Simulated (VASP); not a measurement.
The system is AlCu6.

```
CELL_PARAMETERS angstrom
3.45550 1.99503 2.13267
-3.45550 1.99503 2.13267
0.00000 -3.99007 2.13267
ATOMIC_POSITIONS crystal
Al 0.00000 0.00000 0.00000
Cu 0.28571 0.14286 0.57143
Cu 0.71429 0.85714 0.42857
Cu 0.57143 0.28571 0.14286
Cu 0.42857 0.71429 0.85714
Cu 0.14286 0.57143 0.28571
Cu 0.85714 0.42857 0.71429
```

```yaml
Program: VASP 6.6.1
Task: relaxation of cell and atoms
Functional: PBE
Potentials_or_basis: VASP PAW PBE potentials, release 64 (Al, Cu)
Cutoff: 600 eV
k_mesh: 4 × 4 × 4
Occupations: gaussian, width 0.2 eV
Spin: no spin polarisation
```

At the start: pressure -2.8 GPa; volume 12.60 Å³/atom.

Problem. How do energy, volume and symmetry change on relaxing?

Solution. Over 3 steps the energy falls by 2.6 meV/atom and the volume is 12.33 Å³/atom (-2.2 %); space group R-3 (No. 148, to 0.1 Å) before and after.

The path:
| step | energy change (eV) | largest force (eV/Å) | pressure (GPa) | volume (Å³) |
| --- | --- | --- | --- | --- |
| 1 | 0.0000 | 0.0916 | -2.84 | 88.21 |
| 2 | -0.0144 | 0.0568 | 1.51 | 85.39 |
| 3 | -0.0182 | 0.0692 | 0.14 | 86.29 |

Final structure:
```xyz
7
Lattice="3.4337 1.9825 2.1127 -3.4337 1.9825 2.1127 0.0000 -3.9649 2.1127" Properties=species:S:1:pos:R:3 pbc="T T T"
Al    0.0000    0.0000    0.0000
Cu    0.4898   -1.4142    2.1149
Cu   -0.4898    1.4142    4.2233
Cu    0.9798    1.1312    2.1149
Cu   -0.9798   -1.1312    4.2233
Cu   -1.4696    0.2830    2.1149
Cu    1.4696   -0.2830    4.2233
```

Caveat: the relaxation stopped at a loose force limit of 0.08 eV/Å, so its end isn't a converged minimum.
